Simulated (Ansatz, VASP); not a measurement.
# Rb in VASP and in Ansatz

INCAR

```
SYSTEM = Rb
PREC = Accurate
ENCUT = 520
EDIFF = 1E-7
ISMEAR = -1
SIGMA = 0.05
LREAL = .FALSE.
LASPH = .TRUE.
NELM = 100
ALGO = Normal
ISIF = 2
LWAVE = .FALSE.
LCHARG = .FALSE.
GGA = PE
NBANDS = 20
```

File KPOINTS:

```
regular mesh
0
G
  5 5 7
  0 0 0
```

Contents of POSCAR:

```
Rb
1.0
    8.0979997712      0.0000000000      0.0000000000
   -4.0489998856      7.0130735217      0.0000000000
    0.0000000000      0.0000000000      4.8382965170
Rb
3
Direct
    0.0000000000      0.0000000000      0.0000000000
    0.3333333333      0.6666666667      0.5000000000
    0.6666666667      0.3333333333      0.5000000000
```

Input for Ansatz:

```yaml
crystal:
  lattice:
    - [8.0979997712, 0.0, 0.0]
    - [-4.0489998856, 7.0130735217, 0.0]
    - [0.0, 0.0, 4.838296517]
  atoms:
    - { symbol: Rb, position: [0.0, 0.0, 0.0] }
    - { symbol: Rb, position: [0.3333333333, 0.6666666667, 0.5] }
    - { symbol: Rb, position: [0.6666666667, 0.3333333333, 0.5] }
kpoints:
  mp_grid: { grid: [5, 5, 7] }
  band_path:
    path:
      - [0.0, 0.0, 0.0]
      - [0.5, 0.0, 0.0]
      - [0.3333333333, 0.3333333333, 0.0]
      - [0.0, 0.0, 0.0]
      - [0.0, 0.0, 0.5]
      - [0.5, 0.0, 0.5]
      - [0.3333333333, 0.3333333333, 0.5]
      - [0.0, 0.0, 0.5]
      - [0.5, 0.0, 0.5]
    npoints: 8
scf:
  occupations: { method: fermi_dirac, width: 0.05 }
hamiltonian:
  xc: pbe
  pseudopotentials: { kind: paw }
output:
  forces: true
  stress: true
  eigenvalues: true
  populations: true
  dos: { projected: true, de: 0.2, e_range: [-14, 8] }
```

Change from the starting cell: volume scaled by 1, PAW files.

Alike in both runs: task single point; functional PBE; k mesh 5 × 5 × 7; occupations fermi-dirac, width 0.05 eV; no spin polarisation.

```csv
,VASP,Ansatz
version,VASP 6.6.1,Ansatz 0.2.0
potentials or method,"VASP PAW PBE potentials, release 64 (Rb_sv)","PAW with Ansatz's default frozen-core files, scalar-relativistic"
plane-wave cutoff (eV),520,420
valence electrons in the cell,27,27
```

```tsv
	VASP	Ansatz	Ansatz less VASP
pressure (GPa)	0.0	0.0	0.00
```
